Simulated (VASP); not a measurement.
# Ti3SbP (Pm-3m) in VASP: further runs, part 3 of 3

VASP 6.6.1. The steps go on from the part before.

**5. Single point, PBE, collinear spin**

This run uses another cell than the first one, of 19.11 Å³/atom.

The input, INCAR:

```
SYSTEM = Ti3SbP
PREC = Accurate ; ENCUT = 520
EDIFF = 1E-7 ; ISMEAR = 0
SIGMA = 0.1 ; LREAL = .False.
LASPH = .True. ; NELM = 150
ALGO = Normal ; ISIF = 2
LWAVE = .False. ; LCHARG = .False.
ISPIN = 2 ; MAGMOM = 1 1 1 0 0
LORBIT = 11 ; LMAXMIX = 4
GGA = PE ; NBANDS = 35
```

The input, KPOINTS:

```
regular mesh
0
Gamma
  4 4 4
  0 0 0
```

The input, POSCAR:

```
Ti3SbP
1.0
    4.5720294147      0.0000000000      0.0000000000
    0.0000000000      4.5720294147      0.0000000000
    0.0000000000      0.0000000000      4.5720294147
Ti Sb P
3 1 1
Direct
    0.0000000000      0.5000000000      0.5000000000
    0.5000000000      0.0000000000      0.5000000000
    0.5000000000      0.5000000000      0.0000000000
    0.0000000000      0.0000000000      0.0000000000
    0.5000000000      0.5000000000      0.5000000000
```

Started as:

```console
$ cat potpaw_PBE.64/Ti_sv/POTCAR potpaw_PBE.64/Sb/POTCAR potpaw_PBE.64/P/POTCAR > POTCAR
$ mpirun -np 1 vasp_std > vasp.out
```

It took 54 s on 1 thread of AMD EPYC 9R45 (Zen 5), shared host; peak memory 0.24 GiB.

Results (log left out):

```yaml
Free_energy: -34.7530 eV
Pressure: 0.3 GPa
Band_gap_on_the_k_mesh: zero (filled and empty bands overlap)
Net_moment: 0.00 μB per cell
Valence_electrons_inside_the_program's_atomic_spheres: Ti 10.28; Sb 2.36; P 2.72
```

Levels at points of the mesh, in eV from the Fermi level:
Spin up:
| k point | band 20 | band 21 | band 22 | band 23 | band 24 | band 25 | band 26 | band 27 |
| --- | --- | --- | --- | --- | --- | --- | --- | --- |
| (0.00, 0.00, 0.00) | -1.76 | -1.58 | -1.58 | -0.14 | -0.14 | -0.14 | 0.62 | 0.62 |
| (0.50, 0.00, 0.00) | -2.72 | -1.48 | -0.60 | 0.16 | 0.45 | 0.51 | 0.51 | 0.66 |
| (0.50, 0.50, 0.00) | -2.63 | -0.60 | -0.60 | 0.14 | 0.14 | 0.29 | 0.85 | 1.07 |
| (0.50, 0.50, 0.50) | -3.42 | -0.15 | -0.15 | -0.15 | 0.16 | 0.16 | 0.16 | 0.99 |
Spin down:
| k point | band 21 | band 22 | band 23 | band 24 | band 25 | band 26 |
| --- | --- | --- | --- | --- | --- | --- |
| (0.00, 0.00, 0.00) | -1.58 | -1.58 | -0.14 | -0.14 | -0.14 | 0.62 |
| (0.50, 0.00, 0.00) | -1.48 | -0.60 | 0.16 | 0.45 | 0.51 | 0.51 |
| (0.50, 0.50, 0.00) | -0.60 | -0.60 | 0.14 | 0.14 | 0.29 | 0.85 |
| (0.50, 0.50, 0.50) | -0.15 | -0.15 | -0.15 | 0.16 | 0.16 | 0.16 |

Caveat: spin-orbit coupling is left out, which moves the levels of the heavy elements.

**6. Single point, PBE, collinear spin**

This run uses another cell than the first one, of 19.29 Å³/atom.

The input, INCAR:

```
SYSTEM = Ti3SbP
PREC = Accurate
ENCUT = 520
EDIFF = 1E-6
ISMEAR = 0
SIGMA = 0.1
LREAL = .FALSE.
LASPH = .TRUE.
NELM = 150
ALGO = Normal
ISIF = 2
LWAVE = .FALSE.
LCHARG = .TRUE.
ISPIN = 2
MAGMOM = 0.53 0.53 0.53 0 0
LORBIT = 11
LMAXMIX = 4
GGA = PE
LELF = .TRUE.
LVHAR = .TRUE.
NBANDS = 35
```

The input, KPOINTS:

```
Automatic mesh
0
G
  8 8 8
  0 0 0
```

POSCAR, as its differences from that of step 5:

```diff
@@ -2,5 +2,5 @@
 1.0
-    4.5720294147      0.0000000000      0.0000000000
-    0.0000000000      4.5720294147      0.0000000000
-    0.0000000000      0.0000000000      4.5720294147
+    4.5857393205      0.0000000000      0.0000000000
+    0.0000000000      4.5857393205      0.0000000000
+    0.0000000000      0.0000000000      4.5857393205
 Ti Sb P
```

Potentials or basis: VASP PAW PBE potentials, release 64 (Ti_sv, Sb, P).

Started as:

```console
$ cat potpaw_PBE.64/Ti_sv/POTCAR potpaw_PBE.64/Sb/POTCAR potpaw_PBE.64/P/POTCAR > POTCAR
$ mpirun -np 1 vasp_std > vasp.out
```

OUTCAR:

```text
SYSTEM = Ti3SbP
   PREC = Accurate
   ENCUT = 520
   EDIFF = 1E-6
   ISMEAR = 0
   LREAL = .FALSE.
   LASPH = .TRUE.
   NELM = 150
   ISIF = 2
   ISPIN = 2
   LORBIT = 11
   GGA = PE

 ion  position               nearest neighbor table
   1  0.000  0.500  0.500-   5 2.29   5 2.29   4 3.24   4 3.24   4 3.24   4 3.24
   2  0.500  0.000  0.500-   5 2.29   5 2.29   4 3.24   4 3.24   4 3.24   4 3.24
   3  0.500  0.500  0.000-   5 2.29   5 2.29   4 3.24   4 3.24   4 3.24   4 3.24
   4  0.000  0.000  0.000-   1 3.24   2 3.24   3 3.24   1 3.24   2 3.24   1 3.24   3 3.24   1 3.24
                             2 3.24   3 3.24   2 3.24   3 3.24
[... 2063 lines left out ...]

 POSITION                                       TOTAL-FORCE (eV/Angst)
 -----------------------------------------------------------------------------------
      0.00000      2.29287      2.29287         0.000000      0.000000      0.000000
      2.29287      0.00000      2.29287         0.000000      0.000000      0.000000
      2.29287      2.29287      0.00000         0.000000      0.000000      0.000000
      0.00000      0.00000      0.00000         0.000000      0.000000      0.000000
      2.29287      2.29287      2.29287         0.000000      0.000000      0.000000
 -----------------------------------------------------------------------------------
    total drift:                                0.000000      0.000000      0.000000

  FREE ENERGIE OF THE ION-ELECTRON SYSTEM (eV)
  ---------------------------------------------------
  free  energy   TOTEN  =       -34.7672112251 eV

  energy  without entropy=      -34.7199367547  energy(sigma->0) =      -34.74357399

 total charge

# of ion       s       p       d       tot
------------------------------------------
    1        2.159   6.119   1.991  10.269
    2        2.159   6.119   1.991  10.269
    3        2.159   6.119   1.991  10.269
    4        1.112   1.205   0.042   2.358
    5        1.042   1.676   0.000   2.719
--------------------------------------------------
tot          8.630  21.238   6.014  35.883

 magnetization (x)

# of ion       s       p       d       tot
------------------------------------------
    1        0.000   0.000   0.008   0.009
    2        0.000   0.000   0.008   0.009
    3        0.000   0.000   0.008   0.009
    4        0.000   0.000   0.000   0.000
    5       -0.000   0.000   0.000   0.000
--------------------------------------------------
tot          0.000   0.001   0.026   0.027
```

OSZICAR:

```text
N       E                     dE             d eps       ncg     rms          rms(c)
DAV:   1     0.562388310529E+03    0.56239E+03   -0.21526E+04  4908   0.142E+03
DAV:   2     0.279137906450E+02   -0.53447E+03   -0.51620E+03  4943   0.457E+02
DAV:   3    -0.326544214944E+02   -0.60568E+02   -0.58391E+02  7119   0.139E+02
[... 19 lines left out ...]
DAV:  23    -0.347671998040E+02    0.56799E-04   -0.57281E-04  5765   0.101E-01    0.352E-02
DAV:  24    -0.347672168393E+02   -0.17035E-04   -0.28571E-05  5731   0.335E-02    0.393E-02
DAV:  25    -0.347672132918E+02    0.35475E-05   -0.25730E-05  6105   0.207E-02    0.279E-02
DAV:  26    -0.347672112085E+02    0.20833E-05   -0.29503E-05  6527   0.224E-02    0.123E-02
DAV:  27    -0.347672112251E+02   -0.16590E-07   -0.62480E-06  5685   0.111E-02
   1 F= -.34767211E+02 E0= -.34743574E+02  d E =-.472745E-01  mag=     0.0296
```

It took 3.8 min on 1 thread of AMD EPYC 9R45 (Zen 5), shared host; peak memory 0.33 GiB.

Results:

| Quantity | Value |
| --- | --- |
| Free energy | -34.7672 eV |
| Pressure | -0.5 GPa |
| Band gap on the k mesh | zero (filled and empty bands overlap) |
| Net moment | 0.04 μB per cell |
| Valence electrons inside the program's atomic spheres | Ti 10.27; Sb 2.36; P 2.72 |

Caveat: spin-orbit coupling is left out, which moves the levels of the heavy elements.

**7. The runs side by side**

| task | spin | cell | k mesh | cutoff (eV) | gap on the mesh (eV) | pressure (GPa) | moment (μB) |
| --- | --- | --- | --- | --- | --- | --- | --- |
| single point | off | a = 4.362 Å, 5 atoms | 4 × 4 × 4 | 520 | none | 19.3 | - |
| single point | off | a = 4.572 Å, 5 atoms | 4 × 4 × 4 | 520 | none | 0.3 | - |
| relaxation of cell and atoms | off | relaxed from a = 4.362 Å, 5 atoms | 4 × 4 × 4 | 600 | none | -0.2 | - |
| single point | collinear | a = 4.572 Å, 5 atoms | 4 × 4 × 4 | 520 | none | 0.3 | 0.00 |
| single point | collinear | a = 4.586 Å, 5 atoms | 8 × 8 × 8 | 520 | none | -0.5 | 0.04 |

Alike in all rows: level PBE; potentials or basis VASP PAW PBE potentials, release 64 (Ti_sv, Sb, P); smearing gaussian 0.1 eV.

Caveats: some runs use coarse meshes; spin-orbit coupling is left out, which moves the levels of the heavy elements; the volume moved by over 15 % at a fixed basis, so the end points are rough (at least some runs).

Absolute energies hang on the potentials; compare differences alone.
